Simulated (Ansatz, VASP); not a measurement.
Si2W in VASP and in Ansatz

The input INCAR:

```
PREC = Accurate
ENCUT = 520
EDIFF = 1E-6
ISMEAR = -1
SIGMA = 0.05
LREAL = False
LASPH = True
NELM = 150
ALGO = Normal
ISIF = 2
LWAVE = False
LCHARG = False
LMAXMIX = 4
LDAU = True
LDAUTYPE = 2
LDAUL = 2 -1
LDAUU = 4 0
LDAUJ = 0 0
LDAUPRINT = 1
GGA = PE
NBANDS = 18
```

File KPOINTS:

```
Automatic mesh
0
Gamma
  12 12 12
```

File POSCAR:

```
Si2W
1.0
   -1.6069000000      1.6069000000      3.9149500000
    1.6069000000     -1.6069000000      3.9149500000
    1.6069000000      1.6069000000     -3.9149500000
W Si
1 2
Direct
    0.0000000000      0.0000000000      0.0000000000
    0.6653000000      0.6653000000      0.0000000000
    0.3347000000      0.3347000000      0.0000000000
```

input.yaml

```yaml
crystal:
  lattice:
    - [-1.6069, 1.6069, 3.91495]
    - [1.6069, -1.6069, 3.91495]
    - [1.6069, 1.6069, -3.91495]
  atoms:
    - { symbol: W, position: [0.0, 0.0, 0.0] }
    - { symbol: Si, position: [0.6653, 0.6653, 0.0] }
    - { symbol: Si, position: [0.3347, 0.3347, 0.0] }
hamiltonian:
  xc: pbe
  pseudopotentials: { kind: paw }
  hubbard: { sites: [{ species: W, l: d, u_eff: 4.0 }] }
kpoints:
  mp_grid: { grid: [12, 12, 12] }
  band_path:
    path:
      - [[0.0, 0.0, 0.0], [0.0, 0.0, 0.5], [-0.084235521, 0.084235521, 0.5], [-0.2921177605, 0.2921177605, 0.2921177605], [0.0, 0.0, 0.0], [0.5, 0.5, -0.5], [0.2921177605, 0.7078822395, -0.2921177605], [0.0, 0.5, 0.0], [0.25, 0.25, 0.25], [0.5, 0.5, -0.084235521], [0.5, 0.5, -0.5]]
      - [[0.0, 0.0, 0.5], [0.25, 0.25, 0.25]]
    npoints: 14
scf:
  occupations: { method: fermi_dirac, width: 0.05 }
  n_extra_bands: 7
output:
  forces: true
  stress: true
  eigenvalues: true
  fatbands: true
```

Alike in both runs: functional PBE; k mesh 12 × 12 × 12; occupations fermi-dirac, width 0.05 eV; no spin polarisation; Hubbard terms W d U = 4.0 eV.

|  | VASP | Ansatz |
| --- | --- | --- |
| version | VASP 6.6.1 | Ansatz 0.2.0 |
| potentials or method | VASP PAW PBE potentials, release 64 (W_sv, Si) | Ansatz PAW |
| plane-wave cutoff (eV) | 520 | 420 |
| valence electrons in the cell | 22 | 22 |
| task | single point | band structure |

VASP gave:

| Quantity | Value |
| --- | --- |
| gap on the k mesh at the Fermi level (eV) | none |
| pressure (GPa) | 7.2 |
| traceless stress, the component that is largest in VASP (GPa) | 0.04 |
| rms of the force components (eV/Å) | 0.017 |

Which values does Ansatz return?

gap on the k mesh at the Fermi level (eV): none; pressure (GPa): 2.6; traceless stress, the component that is largest in VASP (GPa): -0.89; rms of the force components (eV/Å): 0.084.

The programs project onto different local orbitals, so the same U acts differently, and such runs can settle in different states. Atom by atom the forces differ by 0.101 eV/Å (rms over components). A gap of «none» marks a metal or a gap that the smearing closes.

Neither program's run includes spin-orbit coupling.
